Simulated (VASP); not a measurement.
# Al3GaN4 (P-42m) in VASP: notebook

Runs on Al3GaN4. Level: r2SCAN. Tasks: single point.

Everything below comes from runs of VASP 6.6.1. Logs are shortened: lines on timing, memory, paths and dates and some standing lists are left out, and cuts for length are marked.

### Step 1. The cell of the first run

Symmetry: P-42m, No. 111, tetragonal system. Conventional cell: a = 4.401 Å, b = 4.401 Å, c = 4.577 Å, α = 90.00°, β = 90.00°, γ = 90.00°. Al (site symmetry -42m) has 4 N at 1.92 Å within 2.5 Å. Within 2.5 Å of Al (site symmetry 222) lie 4 N at 1.92 Å. Within 2.6 Å of Ga (site symmetry -42m) lie 4 N at 1.97 Å. Within 2.5 Å of N (site symmetry m) lie 3 Al at 1.92 Å and 1 Ga at 1.97 Å.

### Step 2. Single point, r2SCAN (strain +0.000 along x and y, +0.040 along z)

POSCAR reads:

```
Al3GaN4
1.0
    4.4012372926      0.0000000000      0.0000000000
    0.0000000000      4.4012372926      0.0000000000
    0.0000000000      0.0000000000      4.5772867843
Al Ga N
3 1 4
Direct
    0.5000000000      0.5000000000      0.0000000000
    0.5000000000      0.0000000000      0.5000000000
    0.0000000000      0.5000000000      0.5000000000
    0.0000000000      0.0000000000      0.0000000000
    0.7444581602      0.7444581602      0.2555418398
    0.7444581602      0.2555418398      0.7444581602
    0.2555418398      0.7444581602      0.7444581602
    0.2555418398      0.2555418398      0.2555418398
```

INCAR.step1 reads:

```
PREC = Accurate
ENCUT = 520
ISMEAR = 0
SIGMA = 0.05
LREAL = F
LASPH = T
NELM = 60
NBANDS = 31
GGA = PE
ALGO = Normal
EDIFF = 1E-4
LWAVE = T
LCHARG = F
```

INCAR.step2 reads:

```
PREC = Accurate
ENCUT = 520
EDIFF = 1E-6
ISMEAR = 0
SIGMA = 0.05
LREAL = F
LASPH = T
NELM = 60
ALGO = Normal
ISIF = 2
LWAVE = F
LCHARG = F
METAGGA = R2SCAN
LMIXTAU = T
NBANDS = 31
ISTART = 1
```

KPOINTS reads:

```
Automatic mesh
0
Gamma
  6 6 6
```

Potentials or basis: VASP PAW PBE potentials, release 64 (Al, Ga_d, N).

The run is started by

```bash
$ cat potpaw_PBE.64/Al/POTCAR potpaw_PBE.64/Ga_d/POTCAR potpaw_PBE.64/N/POTCAR > POTCAR
$ cp INCAR.step1 INCAR
$ mpirun -np 1 vasp_std > vasp.out
$ cp INCAR.step2 INCAR
$ mpirun -np 1 vasp_std > vasp.out
```

OUTCAR:

```text
PREC = Accurate
   ENCUT = 520
   EDIFF = 1E-6
   ISMEAR = 0
   LREAL = F
   LASPH = T
   NELM = 60
   ISIF = 2
   METAGGA = R2SCAN
   ISTART = 1

 ion  position               nearest neighbor table
   1  0.500  0.500  0.000-   5 1.92   6 1.92   7 1.92   8 1.92   4 3.11   4 3.11   4 3.11   4 3.11
                             3 3.17   2 3.17   3 3.17   2 3.17   3 3.17   2 3.17   3 3.17   2 3.17
   2  0.500  0.000  0.500-   5 1.92   6 1.92   7 1.92   8 1.92   3 3.11   3 3.11   3 3.11   3 3.11
                             1 3.17   1 3.17   1 3.17   1 3.17
   3  0.000  0.500  0.500-   5 1.92   6 1.92   7 1.92   8 1.92   2 3.11   2 3.11   2 3.11   2 3.11
                             1 3.17   1 3.17   1 3.17   1 3.17
   4  0.000  0.000  0.000-   5 1.97   6 1.97   7 1.97   8 1.97   1 3.11   1 3.11   1 3.11   1 3.11

   5  0.744  0.744  0.256-   2 1.92   3 1.92   1 1.92   4 1.97
   6  0.744  0.256  0.744-   2 1.92   3 1.92   1 1.92   4 1.97
   7  0.256  0.744  0.744-   2 1.92   3 1.92   1 1.92   4 1.97
   8  0.256  0.256  0.256-   2 1.92   3 1.92   1 1.92   4 1.97

  LATTYP: Found a simple tetragonal cell.
 ALAT       =     4.4012372926
 C/A-ratio  =     1.0400000000

  Lattice vectors:

 A1 = (   4.4012372926,   0.0000000000,   0.0000000000)
 A2 = (   0.0000000000,   4.4012372926,   0.0000000000)
 A3 = (   0.0000000000,   0.0000000000,   4.5772867843)

Analysis of symmetry for initial positions (statically):
=====================================================================
 Subroutine PRICEL returns:
 Original cell was already a primitive cell.

 Routine SETGRP: Setting up the symmetry group for a
 simple tetragonal supercell.

 Subroutine GETGRP returns: Found  8 space group operations
 (whereof  8 operations were pure point group operations)
 out of a pool of 16 trial point group operations.

The static configuration has the point symmetry D_2d.

Analysis of symmetry for dynamics (positions and initial velocities):
=====================================================================
 Subroutine PRICEL returns:
 Original cell was already a primitive cell.

 Routine SETGRP: Setting up the symmetry group for a
 simple tetragonal supercell.

 Subroutine GETGRP returns: Found  8 space group operations
 (whereof  8 operations were pure point group operations)
 out of a pool of 16 trial point group operations.

The dynamic configuration has the point symmetry D_2d.

 Subroutine INISYM returns: Found  8 space group operations
 (whereof  8 operations are pure point group operations),
 and found     1 'primitive' translations

----------------------------------------------------------------------------------------

                                     Primitive cell

  volume of cell :      88.6661

  direct lattice vectors                    reciprocal lattice vectors
     4.401237293  0.000000000  0.000000000     0.227208835  0.000000000  0.000000000
     0.000000000  4.401237293  0.000000000     0.000000000  0.227208835  0.000000000
     0.000000000  0.000000000  4.577286784     0.000000000  0.000000000  0.218470034

  length of vectors
     4.401237293  4.401237293  4.577286784     0.227208835  0.227208835  0.218470034

  position of ions in fractional coordinates (direct lattice)
     0.500000000  0.500000000  0.000000000
     0.500000000  0.000000000  0.500000000
     0.000000000  0.500000000  0.500000000
     0.000000000  0.000000000  0.000000000
     0.744458160  0.744458160  0.255541840
     0.744458160  0.255541840  0.744458160
     0.255541840  0.744458160  0.744458160
     0.255541840  0.255541840  0.255541840

  ion indices of the primitive-cell ions
   primitive index   ion index
                 1           1
                 2           2
                 3           3
                 4           4
                 5           5
                 6           6
                 7           7
                 8           8

----------------------------------------------------------------------------------------

 KPOINTS: Automatic mesh

Automatic generation of k-mesh.
 Grid dimensions read from file:
 generate k-points for:    6    6    6

 Generating k-lattice:

  Cartesian coordinates                     Fractional coordinates (reciprocal lattice)
     0.037868139  0.000000000  0.000000000     0.166666667  0.000000000  0.000000000
     0.000000000  0.037868139  0.000000000     0.000000000  0.166666667  0.000000000
     0.000000000  0.000000000  0.036411672     0.000000000  0.000000000  0.166666667

  Length of vectors
     0.037868139  0.037868139  0.036411672

  Shift w.r.t. Gamma in fractional coordinates (k-lattice)
     0.000000000  0.000000000  0.000000000

 Subroutine IBZKPT returns following result:
 ===========================================

 Found     40 irreducible k-points:

 Following reciprocal coordinates:
            Coordinates               Weight
  0.000000  0.000000  0.000000      1.000000
  0.166667  0.000000  0.000000      4.000000
  0.333333  0.000000  0.000000      4.000000
  0.500000  0.000000  0.000000      2.000000
  0.166667  0.166667  0.000000      4.000000
  0.333333  0.166667  0.000000      8.000000
[... 16 lines left out ...]
  0.333333  0.000000  0.333333      8.000000
  0.500000  0.000000  0.333333      4.000000
 [... further k-points ...]
   k-points           NKPTS =     40   k-points in BZ     NKDIM =     40   number of bands    NBANDS=     31
   number of dos      NEDOS =    301   number of ions     NIONS =      8
   total plane-waves  NPLWV =  46656
   dimension x,y,z NGX =    36 NGY =   36 NGZ =   36
   dimension x,y,z NGXF=    72 NGYF=   72 NGZF=   72
   ions per type =               3   1   4
   NGX,Y,Z   is equivalent  to a cutoff of  13.60, 13.60, 13.08 a.u.
   NGXF,Y,Z  is equivalent  to a cutoff of  27.20, 27.20, 26.15 a.u.
 SYSTEM =  unknown system
   PREC   = accura    normal or accurate (medium, high low for compatibility)
   ISTART =      1    job   : 0-new  1-cont  2-samecut
   ICHARG =      0    charge: 1-file 2-atom 10-const
   ISPIN  =      1    spin polarized calculation?
   LNONCOLLINEAR =      F non collinear calculations
   LSORBIT =      F    spin-orbit coupling
   LASPH  =      T    aspherical Exc in radial PAW
   ENCUT  =  520.0 eV  38.22 Ry    6.18 a.u.   8.18  8.18  8.51*2*pi/ulx,y,z
   NELM   =     60;   NELMIN=  2; NELMDL=  0     # of ELM steps
   EDIFF  = 0.1E-05   stopping-criterion for ELM
   LREAL  =      F    real-space projection
   EDIFFG = 0.1E-04   stopping-criterion for IOM
   NSW    =      0    number of steps for IOM
   IBRION =     -1    ionic relax: 0-MD 1-quasi-New 2-CG
   NFREE  =      0    steps in history (QN), initial steepest desc. (CG)
   ISIF   =      2    stress and relaxation
   ISYM   =      2    0-nonsym 1-usesym 2-fastsym
   POTIM  = 0.5000    time-step for ionic-motion
   TEBEG  =    0.0;   TEEND  =   0.0 temperature during run
   PSTRESS=    0.0 pullay stress
   NELECT =      42.0000    total number of electrons
   NUPDOWN=      -1.0000    fix difference up-down
   EMIN   =  10.00;   EMAX   =-10.00  energy-range for DOS
   EFERMI =   0.00;   METHOD = LEGACY
   ISMEAR =     0;   SIGMA  =   0.05  broadening in eV -4-tet -1-fermi 0-gaus
   EFERMI_NEDOS =   21; number of points for ismear=-14 and -15
   IALGO  =     38    algorithm
   IMIX   =      4    mixing-type and parameters
     AMIX     =   0.40;   BMIX     =  1.00
     AMIX_MAG =   1.60;   BMIX_MAG =  1.00
  volume/ion in A,a.u.               =      11.08        74.79
  Fermi-wavevector in a.u.,A,eV,Ry     =   1.276161  2.411594 22.158259  1.628586
  Thomas-Fermi vector in A             =   2.408832
   LORBIT       =      0    0 simple, 1 ext, 2 COOP (PROOUT), +10 PAW based schemes
   METAGGA = R2SCAN    functional components
   LHFCALC =     F    Hartree Fock is set to
   AEXX    =    0.0000 exact exchange contribution
   IVDW    =     0    specifies the selected vdW correction
   LEPSILON=     F    determine dielectric tensor
   LRPA    =     F    only Hartree local field effects (RPA)
 non-spin polarized calculation
 Gauss-broadening in eV      SIGMA  =   0.05
  energy-cutoff  :      520.00
  volume of cell :       88.67
 maximum number of plane-waves:      2432
 NGX is ok and might be reduce to    36
   NGX = 17   NGY = 17   NGZ = 17

 number of electron      42.0000001 magnetization

 Free energy of the ion-electron system (eV)
  ---------------------------------------------------
  ext. energy  EPLUGINS =         0.00000000
  ---------------------------------------------------
  free energy    TOTEN  =       -79.31214953 eV

  energy without entropy =      -79.31214953  energy(sigma->0) =      -79.31214953

 E-fermi :   5.4599     XC(G=0): -11.5650

 val. band max:        5.1976680301   @ k =   0.1667   0.1667   0.0000
 cond. band min:       8.8918787958   @ k =   0.0000   0.0000   0.0000
 fundamental gap:      3.6942107657
 Fermi energy:         5.4599345794

 k-point     1 :       0.0000    0.0000    0.0000
  band No.  band energies     occupation
      1     -10.6007      2.00000
      2      -8.8884      2.00000
      3      -8.8407      2.00000
      4      -8.8407      2.00000
      5      -7.8973      2.00000
      6      -7.8787      2.00000
[... 23 lines left out ...]
     30      17.5670      0.00000
     31      17.6500      0.00000

 k-point     2 :       0.1667    0.0000    0.0000
  band No.  band energies     occupation
      1     -10.4770      2.00000
      2      -8.9118      2.00000
      3      -8.8918      2.00000
      4      -8.8479      2.00000
      5      -7.8940      2.00000
      6      -7.8763      2.00000
[... 23 lines left out ...]
     30      17.6417      0.00000
     31      17.9357      0.00000

 k-point     3 :       0.3333    0.0000    0.0000
  band No.  band energies     occupation
      1     -10.1322      2.00000
      2      -9.1659      2.00000
      3      -8.8977      2.00000
      4      -8.8624      2.00000
      5      -7.8870      2.00000
      6      -7.8684      2.00000
[... 703 lines left out ...]
     30      16.1226      0.00000
     31      16.5724      0.00000

 k-point    24 :       0.5000    0.0000    0.3333
  band No.  band energies     occupation
      1      -9.5141      2.00000
      2      -9.3164      2.00000
      3      -9.0864      2.00000
      4      -8.8699      2.00000
      5      -7.8780      2.00000
      6      -7.8540      2.00000
[... 23 lines left out ...]
     30      16.2302      0.00000
     31      16.5251      0.00000

 [... further k-points ...]

------------------------ aborting loop because EDIFF is reached ----------------------------------------

  FORCE on cell =-STRESS in cart. coord.  units (eV):
  Direction    XX          YY          ZZ          XY          YZ          ZX
  --------------------------------------------------------------------------------------
  -------------------------------------------------------------------------------------
  Total       -3.0647845     -3.0647845     -6.5898276      0.0000000      0.0000000      0.0000000
  in kB      -55.3799856    -55.3799856   -119.0767416      0.0000000      0.0000000      0.0000000
  external PRESSURE =     -76.6122376 kB  Pullay stress =       0.0000000 kB

 VOLUME and BASIS-vectors are now :
 -----------------------------------------------------------------------------
  energy-cutoff  :      520.00
  volume of cell :       88.67
      direct lattice vectors                 reciprocal lattice vectors
     4.401237293  0.000000000  0.000000000     0.227208835  0.000000000  0.000000000
     0.000000000  4.401237293  0.000000000     0.000000000  0.227208835  0.000000000
     0.000000000  0.000000000  4.577286784     0.000000000  0.000000000  0.218470034

 POSITION                                       TOTAL-FORCE (eV/Angst)
 -----------------------------------------------------------------------------------
      2.20062      2.20062      0.00000         0.000000     -0.000000     -0.000000
      2.20062      0.00000      2.28864         0.000000     -0.000000     -0.000000
      0.00000      2.20062      2.28864         0.000000     -0.000000     -0.000000
      0.00000      0.00000      0.00000         0.000000     -0.000000     -0.000000
      3.27654      3.27654      1.16969        -0.052300     -0.052300      0.009374
      3.27654      1.12470      3.40760        -0.052300      0.052300     -0.009374
      1.12470      3.27654      3.40760         0.052300     -0.052300     -0.009374
      1.12470      1.12470      1.16969         0.052300      0.052300      0.009374
 -----------------------------------------------------------------------------------
    total drift:                               -0.000000     -0.000000      0.000000

  FREE ENERGIE OF THE ION-ELECTRON SYSTEM (eV)
  ---------------------------------------------------
  free  energy   TOTEN  =       -79.3121495347 eV

  energy  without entropy=      -79.3121495347  energy(sigma->0) =      -79.31214953
```

Wall time 8.1 min (1 thread of Intel Xeon 8259CL, shared host); peak memory 0.28 GiB.

Results:

- Free energy: -79.3121 eV
- Pressure: -7.7 GPa
- Largest force: 0.075 eV/Å
- Band gap on the k mesh: 3.69 eV (least direct gap 3.70 eV)

Forces in eV/Å, atoms in the order of the input:
```
Al   0.000  0.000  0.000
Al   0.000  0.000  0.000
Al   0.000  0.000  0.000
Ga   0.000  0.000  0.000
N   -0.052 -0.052  0.009
N   -0.052  0.052 -0.009
N    0.052 -0.052 -0.009
N    0.052  0.052  0.009
```

Caveat: the cell differs from its parent crystal (strain +0.000 along x and y, +0.040 along z); the stress differs along the axes, from -12 to -6 GPa; the PAW data sets were made with another functional, which shifts forces and pressure a little.

### Step 3. Single point, r2SCAN (strain +0.040 along x and y, +0.000 along z)

POSCAR: that of step 2 with these lines changed.

```diff
@@ -2,5 +2,5 @@
 1.0
-    4.4012372926      0.0000000000      0.0000000000
-    0.0000000000      4.4012372926      0.0000000000
-    0.0000000000      0.0000000000      4.5772867843
+    4.5772867843      0.0000000000      0.0000000000
+    0.0000000000      4.5772867843      0.0000000000
+    0.0000000000      0.0000000000      4.4012372926
 Al Ga N
```

INCAR.step1 reads:

```
SYSTEM = Al3GaN4
ALGO = Normal
EDIFF = 1E-4
ENCUT = 520
GGA = PE
ISMEAR = 0
LASPH = .TRUE.
LCHARG = .FALSE.
LREAL = .FALSE.
LWAVE = .TRUE.
NBANDS = 31
NELM = 80
PREC = Accurate
SIGMA = 0.05
```

INCAR.step2 reads:

```
SYSTEM = Al3GaN4
ALGO = Normal
EDIFF = 1E-6
ENCUT = 520
ISIF = 2
ISMEAR = 0
ISTART = 1
LASPH = .TRUE.
LCHARG = .FALSE.
LMIXTAU = .TRUE.
LREAL = .FALSE.
LWAVE = .FALSE.
METAGGA = R2SCAN
NBANDS = 31
NELM = 80
PREC = Accurate
SIGMA = 0.05
```

KPOINTS reads:

```
k-points
0
G
  6 6 6
  0 0 0
```

Potentials or basis: VASP PAW PBE potentials, release 64 (Al, Ga_d, N).

The run is started by

```bash
$ cat potpaw_PBE.64/Al/POTCAR potpaw_PBE.64/Ga_d/POTCAR potpaw_PBE.64/N/POTCAR > POTCAR
$ cp INCAR.step1 INCAR
$ mpirun -np 1 vasp_std > vasp.out
$ cp INCAR.step2 INCAR
$ mpirun -np 1 vasp_std > vasp.out
```

Run time: 7.1 min. Hardware: 1 thread of Intel Xeon 8259CL, shared host; peak memory 0.28 GiB.

The run converged. Its results:

- Free energy: -79.0769 eV
- Pressure: -14.1 GPa
- Largest force: 0.071 eV/Å
- Band gap on the k mesh: 3.34 eV

Forces in eV/Å, atoms in the order of the input:
```
Al   0.000  0.000  0.000
Al   0.000  0.000  0.000
Al   0.000  0.000  0.000
Ga   0.000  0.000  0.000
N   -0.022 -0.022  0.063
N   -0.022  0.022 -0.063
N    0.022 -0.022 -0.063
N    0.022  0.022  0.063
```

Stress tensor (GPa, compression positive):
```
-15.85   0.00   0.00
  0.00 -15.85   0.00
  0.00   0.00 -10.57
```

Levels at points of the mesh, in eV from the valence-band top:
```
           k point  band 17  band 18  band 19  band 20  band 21  band 22  band 23  band 24  band 25  band 26
(0.00, 0.00, 0.00)    -1.91    -1.90    -0.16    -0.16     0.00     3.34     3.71     3.89     3.89     7.08
(0.50, 0.00, 0.00)    -2.78    -1.24    -1.18    -0.96    -0.91     5.72     5.72     6.34     6.37     8.47
(0.50, 0.50, 0.00)    -2.40    -1.10    -0.82    -0.78    -0.78     7.08     7.76     7.76     7.93     8.13
(0.00, 0.00, 0.50)    -2.61    -1.40    -1.40    -1.14    -1.14     5.83     5.87     6.71     6.71     8.34
(0.50, 0.00, 0.50)    -2.63    -0.86    -0.60    -0.56    -0.50     7.19     7.87     7.90     8.21     8.44
(0.50, 0.50, 0.50)    -0.81    -0.58    -0.50    -0.50    -0.29     5.35     6.96     6.97     6.97     9.81
```

Caveat: the cell differs from its parent crystal (strain +0.040 along x and y, +0.000 along z); the stress differs along the axes, from -16 to -11 GPa; the PAW data sets were made with another functional, which shifts forces and pressure a little.

### Step 4. Single point, r2SCAN (strain -0.040 along x and y, +0.000 along z)

POSCAR: that of step 3 with these lines changed.

```diff
@@ -2,4 +2,4 @@
 1.0
-    4.5772867843      0.0000000000      0.0000000000
-    0.0000000000      4.5772867843      0.0000000000
+    4.2251878009      0.0000000000      0.0000000000
+    0.0000000000      4.2251878009      0.0000000000
     0.0000000000      0.0000000000      4.4012372926
```

INCAR.step1 reads:

```
PREC = Accurate ; ENCUT = 520
ISMEAR = 0 ; SIGMA = 0.05
LREAL = F ; LASPH = T
NELM = 80 ; NBANDS = 31
GGA = PE ; ALGO = Normal
EDIFF = 1E-4 ; LWAVE = T
LCHARG = F
```

INCAR.step2 reads:

```
PREC = Accurate ; ENCUT = 520
EDIFF = 1E-7 ; ISMEAR = 0
SIGMA = 0.05 ; LREAL = F
LASPH = T ; NELM = 80
ALGO = Normal ; ISIF = 2
LWAVE = F ; LCHARG = F
METAGGA = R2SCAN ; LMIXTAU = T
NBANDS = 31 ; ISTART = 1
```

KPOINTS reads:

```
Automatic mesh
0
Gamma
  6 6 6
```

The run is started by

```bash
$ cat potpaw_PBE.64/Al/POTCAR potpaw_PBE.64/Ga_d/POTCAR potpaw_PBE.64/N/POTCAR > POTCAR
$ cp INCAR.step1 INCAR
$ mpirun -np 1 vasp_std > vasp.out
$ cp INCAR.step2 INCAR
$ mpirun -np 1 vasp_std > vasp.out
```

Wall time 8.7 min (1 thread of Intel Xeon 8259CL, shared host); peak memory 0.25 GiB.

Results (log left out):

```yaml
Free_energy: -78.9992 eV
Pressure: 19.8 GPa
Largest_force: 0.120 eV/Å
Band_gap_on_the_k_mesh: 3.92 eV (least direct gap 3.94 eV)
```

Forces on the atoms (eV/Å):
```
Al   0.000  0.000  0.000
Al   0.000  0.000  0.000
Al   0.000  0.000  0.000
Ga   0.000  0.000  0.000
N   -0.083 -0.083  0.023
N   -0.083  0.083 -0.023
N    0.083 -0.083 -0.023
N    0.083  0.083  0.023
```

Stress tensor (GPa, compression positive):
```
21.89  0.00  0.00
 0.00 21.89  0.00
 0.00  0.00 15.68
```

Levels at points of the mesh, in eV from the valence-band top:
| k point | band 18 | band 19 | band 20 | band 21 | band 22 | band 23 | band 24 | band 25 |
| --- | --- | --- | --- | --- | --- | --- | --- | --- |
| (0.00, 0.00, 0.00) | -2.02 | -0.22 | -0.02 | -0.02 | 3.92 | 3.92 | 4.16 | 4.72 |
| (0.50, 0.00, 0.00) | -1.56 | -1.49 | -1.19 | -1.12 | 6.64 | 6.73 | 7.04 | 7.08 |
| (0.50, 0.50, 0.00) | -0.82 | -0.50 | -0.43 | -0.43 | 8.69 | 8.69 | 8.72 | 9.02 |
| (0.00, 0.00, 0.50) | -1.28 | -1.28 | -0.92 | -0.92 | 6.54 | 6.56 | 6.63 | 6.63 |
| (0.50, 0.00, 0.50) | -1.13 | -0.79 | -0.78 | -0.70 | 8.50 | 8.53 | 8.61 | 8.69 |
| (0.50, 0.50, 0.50) | -0.67 | -0.55 | -0.30 | -0.30 | 6.80 | 8.35 | 8.35 | 8.36 |

Caveat: the cell differs from its parent crystal (strain -0.040 along x and y, +0.000 along z); the stress differs along the axes, from 16 to 22 GPa; the PAW data sets were made with another functional, which shifts forces and pressure a little. A k mesh can miss the band edges.

(Part 1 of 2 ends here.)
